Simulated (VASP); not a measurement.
Wanted: the native input for a VASP 6.6.1 run.

```yaml
Task: single point
Functional: LDA
Potentials_or_basis: VASP PAW LDA potentials, release 64 (K_sv, I)
Cutoff: 520 eV
k_mesh: 6 × 6 × 4
Occupations: gaussian, width 0.05 eV
Spin: no spin polarisation
Dipole_correction: no
Further_INCAR_settings: ALGO = Normal; EDIFF = 1e-07; NBANDS = 24
```

The structure of KI lies in POSCAR:

```
KI
1.0
    2.4340873784     -4.1221630992      0.0000000000
    2.4340873784      4.1221630992      0.0000000000
    0.0000000000      0.0000000000      9.2457926459
K I
2 2
Direct
    0.5000000000      0.5000000000      0.5000000000
    0.5000000000      0.5000000000      0.0000000000
    0.8402300000      0.1597700000      0.2500000000
    0.1597700000      0.8402300000      0.7500000000
```

This cell differs from its parent crystal: ratio of the length along z to the lengths across it x 1.1, volume and fractional coordinates fixed.

The input as run:

INCAR

```
SYSTEM = KI
  ALGO = Normal
  EDIFF = 1E-7
  ENCUT = 520
  ISIF = 2
  ISMEAR = 0
  LASPH = .TRUE.
  LCHARG = .FALSE.
  LREAL = .FALSE.
  LWAVE = .FALSE.
  NBANDS = 24
  NELM = 100
  PREC = Accurate
  SIGMA = 0.05
```

KPOINTS

```
k-points
0
G
  6 6 4
  0 0 0
```

Potentials or basis: VASP PAW LDA potentials, release 64 (K_sv, I).

Command:

```bash
$ cat potpaw_LDA.64/K_sv/POTCAR potpaw_LDA.64/I/POTCAR > POTCAR
$ mpirun -np 1 vasp_std > vasp.out
```

It gave:

```json
{
 "Pressure": "-1.7 GPa",
 "Largest force": "0.023 eV/Å",
 "Band gap on the k mesh": "3.16 eV"
}
```

Caveat: spin-orbit coupling is left out, which moves the levels of the heavy elements.

It took 3 min on 1 thread of Intel(R) Xeon(R) Platinum 8488C (Sapphire Rapids) (shared host), peak memory 0.32 GiB.
